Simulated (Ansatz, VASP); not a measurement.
One calculation of TaN, two programs

Contents of INCAR:

```
SYSTEM = TaN
  PREC = Accurate
  ENCUT = 520
  EDIFF = 1E-6
  ISMEAR = -1
  SIGMA = 0.08
  LREAL = .FALSE.
  LASPH = .TRUE.
  NELM = 60
  ALGO = Normal
  ISIF = 2
  LWAVE = .FALSE.
  LCHARG = .FALSE.
  GGA = PE
  NBANDS = 24
```

The input KPOINTS:

```
regular mesh
0
G
  11 11 6
  0 0 0
```

POSCAR

```
TaN
1.0
    2.9173303815      0.0000000000      0.0000000000
   -1.4586651907      2.5264822216      0.0000000000
    0.0000000000      0.0000000000      5.9155750525
Ta N
2 2
Direct
    0.0000000000      0.0000000000      0.0000000000
    0.0000000000      0.0000000000      0.5000000000
    0.3333333333      0.6666666667      0.2500000000
    0.6666666667      0.3333333333      0.7500000000
```

Input for Ansatz:

```yaml
crystal:
  lattice:
    - [2.9173303815, 0.0, 0.0]
    - [-1.4586651907, 2.5264822216, 0.0]
    - [0.0, 0.0, 5.9155750525]
  atoms:
    - { symbol: Ta, position: [0.0, 0.0, 0.0] }
    - { symbol: Ta, position: [0.0, 0.0, 0.5] }
    - { symbol: "N", position: [0.3333333333, 0.6666666667, 0.25] }
    - { symbol: "N", position: [0.6666666667, 0.3333333333, 0.75] }
kpoints:
  mp_grid: { grid: [11, 11, 6] }
scf:
  occupations: { method: fermi_dirac, width: 0.08 }
hamiltonian:
  xc: pbe
  pseudopotentials: { kind: nc }
output:
  forces: true
  stress: true
  eigenvalues: true
```

Change from the starting cell: volume scaled by 1, norm-conserving files.

Alike in both runs: task single point; functional PBE; k mesh 11 × 11 × 6; occupations fermi-dirac, width 0.08 eV; no spin polarisation.

|  | VASP | Ansatz |
| --- | --- | --- |
| version | VASP 6.6.1 | Ansatz 0.2.0 |
| potentials or method | VASP PAW PBE potentials, release 64 (Ta_pv, N) | norm-conserving pseudopotentials, scalar-relativistic |
| plane-wave cutoff (eV) | 520 | 1240 |
| valence electrons in the cell | 32 | 64 |

|  | VASP | Ansatz | Ansatz less VASP |
| --- | --- | --- | --- |
| pressure (GPa) | 0.7 | 0.2 | -0.47 |
| traceless stress, the component that is largest in VASP (GPa) | 0.06 | 0.05 | -0.006 |

VASP's potentials hold 32 valence electrons a cell and Ansatz's 64, so a difference there can come from the potentials and not from the codes.

Spin-orbit coupling is off throughout.
